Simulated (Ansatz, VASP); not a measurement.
One calculation of CdS, two programs

Contents of POSCAR:

```
CdS
1.0
    4.3447435705      0.0000000000      0.0000000000
   -2.1723717853      3.7626578259      0.0000000000
    0.0000000000      0.0000000000      5.9180092144
Cd S
1 1
Direct
    0.0000000000      0.0000000000      0.4426920000
    0.6666666667      0.3333333333      0.4343080000
```

The input INCAR.step1:

```
SYSTEM = CdS
ALGO = Normal
EDIFF = 1E-4
ENCUT = 520
GGA = PE
ISMEAR = 0
LASPH = .TRUE.
LCHARG = .FALSE.
LREAL = .FALSE.
LWAVE = .TRUE.
NBANDS = 16
NELM = 80
PREC = Accurate
SIGMA = 0.01
```

Contents of INCAR.step2:

```
SYSTEM = CdS
ALGO = Normal
EDIFF = 1E-6
ENCUT = 520
ISIF = 2
ISMEAR = 0
ISTART = 1
LASPH = .TRUE.
LCHARG = .TRUE.
LELF = .TRUE.
LMIXTAU = .TRUE.
LREAL = .FALSE.
LVHAR = .TRUE.
LWAVE = .FALSE.
METAGGA = R2SCAN
NBANDS = 16
NELM = 80
PREC = Accurate
SIGMA = 0.01
```

Contents of KPOINTS:

```
k-points
0
G
  6 6 4
  0 0 0
```

Input for Ansatz:

```yaml
crystal:
  lattice:
    - [4.344743570520875, 0.0, 0.0]
    - [-2.1723717852604376, 3.762657825941079, 0.0]
    - [0.0, 0.0, 5.918009214356822]
  atoms:
    - { symbol: Cd, position: [0.0, 0.0, 0.442692] }
    - { symbol: S, position: [0.6666666666666666, 0.3333333333333333, 0.434308] }
basis:
  ecutwfc: 653.073269903712
kpoints:
  mp_grid:
    grid: [6, 6, 4]
hamiltonian:
  xc: r2scan
  pseudopotentials:
    kind: paw
scf:
  occupations:
    method: fixed
output:
  stress: true
```

Alike in both runs: task single point; functional r2SCAN; k mesh 6 × 6 × 4; no spin polarisation.

|  | VASP | Ansatz |
| --- | --- | --- |
| version | VASP 6.6.1 | Ansatz 0.2.0 |
| potentials or method | VASP PAW PBE potentials, release 64 (Cd, S), cutoff 520 eV | plane waves, PAW |
| occupations | gaussian, width 0.01 eV | fixed |
| valence electrons in the cell | 18 | 26 |

|  | VASP | Ansatz | Ansatz less VASP |
| --- | --- | --- | --- |
| pressure (GPa) | -2.1 | -2.2 | -0.12 |
| traceless stress, the component that is largest in VASP (GPa) | 2.04 | 2.18 | +0.136 |

VASP's potentials were made for PBE, not for r2SCAN. VASP's potentials hold 18 valence electrons a cell and Ansatz's 26, so a difference there can come from the potentials and not from the codes.
